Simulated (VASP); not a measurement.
# AlO3 in VASP: notebook

The runs below take AlO3 through single point, relaxation of cell and atoms, with PBE.

Everything below comes from runs of VASP 6.6.1. Logs are shortened: lines on timing, memory, paths and dates and some standing lists are left out, and cuts for length are marked.

## 1. The cell of the first run

The typed cell holds 8 atoms: a = 4.666 Å, b = 4.666 Å, c = 4.666 Å, α = 75.23°, β = 75.23°, γ = 75.23°.

## 2. Single point, PBE

Contents of INCAR:

```
  PREC = Accurate
  ENCUT = 520
  EDIFF = 1E-6
  ISMEAR = 0
  SIGMA = 0.1
  LREAL = False
  LASPH = True
  NELM = 60
  ALGO = Normal
  ISIF = 2
  LWAVE = False
  LCHARG = False
  GGA = PE
  NBANDS = 31
```

Contents of KPOINTS:

```
regular mesh
0
Gamma
  4 4 4
```

Contents of POSCAR:

```
AlO3
1.0
    2.8480883464      1.6443445722      3.3103944265
   -2.8480883464      1.6443445722      3.3103944265
    0.0000000000     -3.2886891482      3.3103944246
Al O
2 6
Direct
    0.5000000000      0.5000000000      0.5000000000
    0.0000000000      0.0000000000      0.0000000000
    0.7500213120      0.2500000000      0.7499786880
    0.7499786880      0.7500213120      0.2500000000
    0.2500000000      0.7499786880      0.7500213120
    0.2499786880      0.7500000000      0.2500213120
    0.2500213120      0.2499786880      0.7500000000
    0.7500000000      0.2500213120      0.2499786880
```

Potentials or basis: VASP PAW PBE potentials, release 64 (Al, O).

Launch:

```bash
cat potpaw_PBE.64/Al/POTCAR potpaw_PBE.64/O/POTCAR > POTCAR
mpirun -np 1 vasp_std > vasp.out
```

OUTCAR:

```text
PREC = Accurate
   ENCUT = 520
   EDIFF = 1E-6
   ISMEAR = 0
   LREAL = False
   LASPH = True
   NELM = 60
   ISIF = 2
   GGA = PE

 ion  position               nearest neighbor table
   1  0.500  0.500  0.500-   5 1.84   8 1.84   6 1.84   3 1.84   7 1.84   4 1.84
   2  0.000  0.000  0.000-   3 1.84   6 1.84   5 1.84   8 1.84   7 1.84   4 1.84
   3  0.750  0.250  0.750-   2 1.84   1 1.84
   4  0.750  0.750  0.250-   1 1.84   2 1.84
   5  0.250  0.750  0.750-   1 1.84   2 1.84
   6  0.250  0.750  0.250-   2 1.84   1 1.84
   7  0.250  0.250  0.750-   1 1.84   2 1.84
   8  0.750  0.250  0.250-   1 1.84   2 1.84

  LATTYP: Found a trigonal (rhomboedric) cell.
 ALAT       =     4.6662819846
 COS(alpha) =     0.2549336496

  Lattice vectors:

 A1 = (   2.8480883464,   1.6443445722,   3.3103944265)
 A2 = (  -2.8480883464,   1.6443445722,   3.3103944265)
 A3 = (   0.0000000000,  -3.2886891482,   3.3103944246)

Analysis of symmetry for initial positions (statically):
=====================================================================
 Subroutine PRICEL returns:
 Original cell was already a primitive cell.

 Routine SETGRP: Setting up the symmetry group for a
 trigonal (rhombohedral) supercell.

 Subroutine GETGRP returns: Found 12 space group operations
 (whereof  6 operations were pure point group operations)
 out of a pool of 12 trial point group operations.

The static configuration has the point symmetry S_6 .
 The point group associated with its full space group is D_3d.

Analysis of symmetry for dynamics (positions and initial velocities):
=====================================================================
 Subroutine PRICEL returns:
 Original cell was already a primitive cell.

 Routine SETGRP: Setting up the symmetry group for a
 trigonal (rhombohedral) supercell.

 Subroutine GETGRP returns: Found 12 space group operations
 (whereof  6 operations were pure point group operations)
 out of a pool of 12 trial point group operations.

The dynamic configuration has the point symmetry S_6 .
 The point group associated with its full space group is D_3d.

 Subroutine INISYM returns: Found 12 space group operations
 (whereof  6 operations are pure point group operations),
 and found     1 'primitive' translations

[... 94 lines left out ...]
   EDIFF  = 0.1E-05   stopping-criterion for ELM
   LREAL  =      F    real-space projection
   EDIFFG = 0.1E-04   stopping-criterion for IOM
   NSW    =      0    number of steps for IOM
   IBRION =     -1    ionic relax: 0-MD 1-quasi-New 2-CG
   NFREE  =      0    steps in history (QN), initial steepest desc. (CG)
   ISIF   =      2    stress and relaxation
   ISYM   =      2    0-nonsym 1-usesym 2-fastsym
   POTIM  = 0.5000    time-step for ionic-motion
   TEBEG  =    0.0;   TEEND  =   0.0 temperature during run
   PSTRESS=    0.0 pullay stress
   NELECT =      42.0000    total number of electrons
   NUPDOWN=      -1.0000    fix difference up-down
   EMIN   =  10.00;   EMAX   =-10.00  energy-range for DOS
   EFERMI =   0.00;   METHOD = LEGACY
   ISMEAR =     0;   SIGMA  =   0.10  broadening in eV -4-tet -1-fermi 0-gaus
   EFERMI_NEDOS =   21; number of points for ismear=-14 and -15
   IALGO  =     38    algorithm
   IMIX   =      4    mixing-type and parameters
     AMIX     =   0.40;   BMIX     =  1.00
     AMIX_MAG =   1.60;   BMIX_MAG =  1.00
  volume/ion in A,a.u.               =      11.63        78.47
  Fermi-wavevector in a.u.,A,eV,Ry     =   1.255930  2.373364 21.461295  1.577361
  Thomas-Fermi vector in A             =   2.389663
   LORBIT       =      0    0 simple, 1 ext, 2 COOP (PROOUT), +10 PAW based schemes
   GGA     = PE    functional components
   LHFCALC =     F    Hartree Fock is set to
   AEXX    =    0.0000 exact exchange contribution
   IVDW    =     0    specifies the selected vdW correction
   LEPSILON=     F    determine dielectric tensor
   LRPA    =     F    only Hartree local field effects (RPA)
 non-spin polarized calculation
 Gauss-broadening in eV      SIGMA  =   0.10
  energy-cutoff  :      520.00
  volume of cell :       93.02
 maximum number of plane-waves:      2539
 NGX is ok and might be reduce to    36
   NGX = 17   NGY = 17   NGZ = 17

 number of electron      41.9999954 magnetization

 Free energy of the ion-electron system (eV)
  ---------------------------------------------------
  ext. energy  EPLUGINS =         0.00000000
  ---------------------------------------------------
  free energy    TOTEN  =       -45.41074952 eV

  energy without entropy =      -45.35682883  energy(sigma->0) =      -45.38378917

 E-fermi :   1.0240     XC(G=0):  -9.5934

 val. band max:        1.0124817951   @ k =  -0.2500   0.2500   0.2500
 cond. band min:       1.0418306229   @ k =   0.5000   0.2500   0.0000
 fundamental gap:      0.0293488278
 Fermi energy:         1.0239820443

 k-point     1 :       0.0000    0.0000    0.0000
  band No.  band energies     occupation
      1     -17.9485      2.00000
      2     -16.4346      2.00000
      3     -16.4346      2.00000
      4     -15.0404      2.00000
      5     -15.0404      2.00000
      6     -14.8083      2.00000
[... 431 lines left out ...]
     30      15.0435      0.00000
     31      15.0435      0.00000

------------------------ aborting loop because EDIFF is reached ----------------------------------------

  FORCE on cell =-STRESS in cart. coord.  units (eV):
  Direction    XX          YY          ZZ          XY          YZ          ZX
  --------------------------------------------------------------------------------------
  -------------------------------------------------------------------------------------
  Total        0.0476702      0.0476702     -0.0605841      0.0000000      0.0000000      0.0000000
  in kB        0.8210708      0.8210708     -1.0434983      0.0000000      0.0000000      0.0000000
  external PRESSURE =       0.1995477 kB  Pullay stress =       0.0000000 kB

 VOLUME and BASIS-vectors are now :
 -----------------------------------------------------------------------------
  energy-cutoff  :      520.00
  volume of cell :       93.02
      direct lattice vectors                 reciprocal lattice vectors
     2.848088346  1.644344572  3.310394426     0.175556352  0.101357507  0.100692936
    -2.848088346  1.644344572  3.310394426    -0.175556352  0.101357507  0.100692936
     0.000000000 -3.288689148  3.310394425     0.000000000 -0.202715014  0.100692936

 POSITION                                       TOTAL-FORCE (eV/Angst)
 -----------------------------------------------------------------------------------
      0.00000     -0.00000      4.96559         0.000000      0.000000     -0.000000
      0.00000      0.00000      0.00000         0.000000      0.000000     -0.000000
      1.42410     -0.82207      5.79319        -0.000098     -0.000169     -0.000000
     -0.00012      1.64434      5.79319         0.000195     -0.000000      0.000000
     -1.42398     -0.82228      5.79319        -0.000098      0.000169      0.000000
     -1.42410      0.82207      4.13799         0.000098      0.000169      0.000000
      0.00012     -1.64434      4.13799        -0.000195     -0.000000     -0.000000
      1.42398      0.82228      4.13799         0.000098     -0.000169     -0.000000
 -----------------------------------------------------------------------------------
    total drift:                               -0.000000     -0.000000      0.000000

  FREE ENERGIE OF THE ION-ELECTRON SYSTEM (eV)
  ---------------------------------------------------
  free  energy   TOTEN  =       -45.4107495217 eV

  energy  without entropy=      -45.3568288274  energy(sigma->0) =      -45.38378917
```

OSZICAR:

```text
N       E                     dE             d eps       ncg     rms          rms(c)
DAV:   1     0.220137098248E+03    0.22014E+03   -0.22065E+04   806   0.124E+03
DAV:   2    -0.340050760183E+02   -0.25414E+03   -0.24837E+03  1078   0.286E+02
DAV:   3    -0.473144118423E+02   -0.13309E+02   -0.13069E+02   967   0.646E+01
DAV:   4    -0.474557710556E+02   -0.14136E+00   -0.14127E+00   939   0.763E+00
DAV:   5    -0.474577540674E+02   -0.19830E-02   -0.19829E-02   974   0.886E-01    0.102E+01
DAV:   6    -0.455087338780E+02    0.19490E+01   -0.50979E+00   932   0.123E+01    0.444E+00
DAV:   7    -0.454058326717E+02    0.10290E+00   -0.34492E-01   946   0.320E+00    0.208E+00
DAV:   8    -0.454074160219E+02   -0.15834E-02   -0.47030E-02   918   0.160E+00    0.259E-01
DAV:   9    -0.454099812132E+02   -0.25652E-02   -0.41577E-03   932   0.375E-01    0.149E-01
DAV:  10    -0.454106793183E+02   -0.69811E-03   -0.39067E-04   897   0.123E-01    0.317E-02
DAV:  11    -0.454107440376E+02   -0.64719E-04   -0.86227E-05   939   0.568E-02    0.117E-02
DAV:  12    -0.454107485979E+02   -0.45603E-05   -0.12955E-05   953   0.200E-02    0.324E-03
DAV:  13    -0.454107495217E+02   -0.92381E-06   -0.83520E-07   662   0.558E-03
   1 F= -.45410750E+02 E0= -.45383789E+02  d E =-.539207E-01
```

stdout:

```text
POSCAR found type information on POSCAR AlO
 POSCAR found :  2 types and       8 ions
 scaLAPACK will be used
 LDA part: xc-table for (Slater+PW92), standard interpolation
 POSCAR, INCAR and KPOINTS ok, starting setup
 FFT: planning ... GRIDC
 FFT: planning ... GRID_SOFT
 FFT: planning ... GRID
 WAVECAR not read
 entering main loop
```

Run time: 22 s. Hardware: 1 thread of Intel Xeon Platinum 8488C (Sapphire Rapids), shared host; peak memory 0.19 GiB.

What came out:

```yaml
Free_energy: -45.4107 eV
Pressure: 0.0 GPa
Band_gap_on_the_k_mesh: zero (band 21 reaches 1.73 eV, above the bottom of band 22 at 0.20 eV)
```

Stress tensor (GPa, compression positive):
```
 0.08  0.00  0.00
 0.00  0.08  0.00
 0.00  0.00 -0.10
```

(Part 1 of 2 ends here.)
